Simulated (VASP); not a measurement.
Write the native input for VASP 6.6.1 that does the following.

```
Task                   : electric field gradients
Functional             : PBE
Potentials or basis    : VASP PAW PBE potentials, release 64 (Hf_pv, B)
Cutoff                 : 520 eV
k mesh                 : 10 × 10 × 8
Occupations            : fermi-dirac, width 0.05 eV
Spin                   : no spin polarisation
Dipole correction      : no
Further INCAR settings : ALGO = Normal; EDIFF = 1e-08; NBANDS = 15
```

The structure of HfB2 lies in POSCAR:

```
HfB2
1.0
    3.1400000000      0.0000000000      0.0000000000
   -1.5700000000      2.7193197679      0.0000000000
    0.0000000000      0.0000000000      3.4800000000
Hf B
1 2
Direct
    0.0000000000      0.0000000000      0.0000000000
    0.3333333333      0.6666666667      0.5000000000
    0.6666666667      0.3333333333      0.5000000000
```

One way to write it, as run:

INCAR

```
SYSTEM = HfB2
ALGO     = Normal         ! electronic algorithm
EDIFF    = 1E-8           ! SCF threshold, eV
ENCUT    = 520            ! plane-wave cutoff, eV
GGA      = PE             ! functional
ISIF     = 2              ! what is computed and relaxed
ISMEAR   = -1             ! smearing method
LASPH    = .True.         ! aspherical terms in the spheres
LCHARG   = .False.        ! write CHGCAR
LEFG     = .True.       
LREAL    = .False.        ! projectors in reciprocal space
LWAVE    = .False.        ! write WAVECAR
NBANDS   = 15             ! bands
NELM     = 80             ! most SCF steps
PREC     = Accurate       ! precision mode
SIGMA    = 0.05           ! smearing width, eV
```

KPOINTS

```
k-points
0
Gamma
  10 10 8
  0 0 0
```

Potentials or basis: VASP PAW PBE potentials, release 64 (Hf_pv, B).

The run is started by

```bash
$ cat potpaw_PBE.64/Hf_pv/POTCAR potpaw_PBE.64/B/POTCAR > POTCAR
$ mpirun -np 1 vasp_std > vasp.out
```

It gave:

* Pressure: 1.0 GPa
* Band gap on the k mesh: zero (bands 8 and 9 overlap by 0.83 eV)
* Largest electric field gradient by atom: Hf +75.6; B +1.8 V/Å²

Caveat: without QUAD_EFG the Cq values of the log hold for a quadrupole moment of 1 mb, not for the nuclei; spin-orbit coupling is left out, which moves the levels of the heavy elements.

Run time: 24 s on 1 thread of AMD EPYC 7R13 Processor (Zen 3), on a shared host, peak memory 0.13 GiB.
